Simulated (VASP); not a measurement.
Here is a VASP 6.6.1 calculation.

INCAR

```
SYSTEM = MnCu5
PREC     = Accurate       ! precision mode
ENCUT    = 520            ! plane-wave cutoff, eV
EDIFF    = 1E-7           ! SCF threshold, eV
ISMEAR   = 0              ! smearing method
SIGMA    = 0.1            ! smearing width, eV
LREAL    = .False.        ! projectors in reciprocal space
LASPH    = .True.         ! aspherical terms in the spheres
NELM     = 150            ! most SCF steps
ALGO     = Normal         ! electronic algorithm
ISIF     = 2              ! what is computed and relaxed
LWAVE    = .False.        ! write WAVECAR
LCHARG   = .True.         ! write CHGCAR
ISPIN    = 2              ! spin polarisation
MAGMOM   = 3.69 0 0 0 0 0 ! initial moments
LORBIT   = 11             ! projections on sites
LMAXMIX  = 4              ! l up to which the mixer works
GGA      = PE             ! functional
LELF     = .True.         ! ELF
LVHAR    = .True.       
NBANDS   = 47             ! bands
```

The input KPOINTS:

```
regular mesh
0
Gamma
  6 6 2
  0 0 0
```

Contents of POSCAR:

```
MnCu5
1.0
    2.6391251000      0.0000000000      0.0000000000
    0.0000000000      2.6391251000      0.0000000000
    0.0000000000      0.0000000000     10.6192346000
Mn Cu
1 5
Direct
    0.5000000000      0.5000000000      0.5000000000
    0.0000000000      0.0000000000      0.0000000000
    0.5000000000      0.5000000000      0.1633240000
    0.0000000000      0.0000000000      0.3281170000
    0.0000000000      0.0000000000      0.6718830000
    0.5000000000      0.5000000000      0.8366760000
```

Potentials or basis: VASP PAW PBE potentials, release 64 (Mn_pv, Cu).

Command:

```bash
$ cat potpaw_PBE.64/Mn_pv/POTCAR potpaw_PBE.64/Cu/POTCAR > POTCAR
$ mpirun -np 1 vasp_std > vasp.out
```

Task: Estimate the net moment.

Result: 3.35 μB per cell.

Task: Estimate the largest force.

Result: 0.035 eV/Å.

Task: Predict the site moments.

Result: Mn +3.23; Cu +0.00, -0.02, +0.04 (each value once) μB.

Task: What does it give for the pressure?

Result: -0.1 GPa.

Stress tensor (GPa, compression positive):
```
 0.23  0.00  0.00
 0.00  0.23  0.00
 0.00  0.00 -0.68
```

Caveat: the k points lie up to 0.40 Å⁻¹ apart.
